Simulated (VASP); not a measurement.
Be2SeO4: single point with PBE

The system is Be2SeO4.

```xyz
7
Lattice="4.9003 0.0000 0.0000 0.0000 4.9003 0.0000 0.0000 0.0000 4.2733" Properties=species:S:1:pos:R:3 pbc="T T T"
Be    2.4502    0.0000    2.8779
Be    0.0000    2.4502    2.8779
Se    0.0000    0.0000    3.7056
O     3.7173    3.7173    3.0030
O     1.1830    1.1830    3.0030
O     1.1830    3.7173    3.0030
O     3.7173    1.1830    3.0030
```

* Program: VASP 6.6.1
* Task: single point
* Functional: PBE
* Potentials or basis: VASP PAW PBE potentials, release 64 (Be, Se, O)
* Cutoff: 520 eV
* k mesh: 3 × 3 × 3
* Occupations: gaussian, width 0.15 eV
* Spin: no spin polarisation
* Dipole correction: no
* Further INCAR settings: ALGO = Normal; EDIFF = 1e-06; NBANDS = 26

The pressure is 0.7 GPa, the largest force is 0.229 eV/Å and the band gap on the k mesh is 3.83 eV, direct.

Forces in eV/Å, atoms in the order of the input:
```
Be   0.000  0.000 -0.010
Be   0.000  0.000 -0.010
Se   0.000  0.000  0.229
O   -0.070 -0.070 -0.052
O    0.070  0.070 -0.052
O    0.070 -0.070 -0.052
O   -0.070  0.070 -0.052
```

Levels at points of the mesh, in eV from the valence-band top:
```tsv
k point	band 13	band 14	band 15	band 16	band 17	band 18	band 19	band 20	band 21	band 22
(0.00, 0.00, 0.00)	-1.57	-1.20	-1.20	-0.57	0.00	3.83	4.91	5.26	5.26	6.00
```

It took 13 s on 1 thread of Intel(R) Xeon(R) Platinum 8488C (Sapphire Rapids), on a shared host, peak memory 0.2 GiB.

Caveat: the k points lie up to 0.49 Å⁻¹ apart; this functional lacks dispersion, which binds the layers, so the pressure and a relaxed spacing across them are unreliable. A k mesh can miss the band edges.
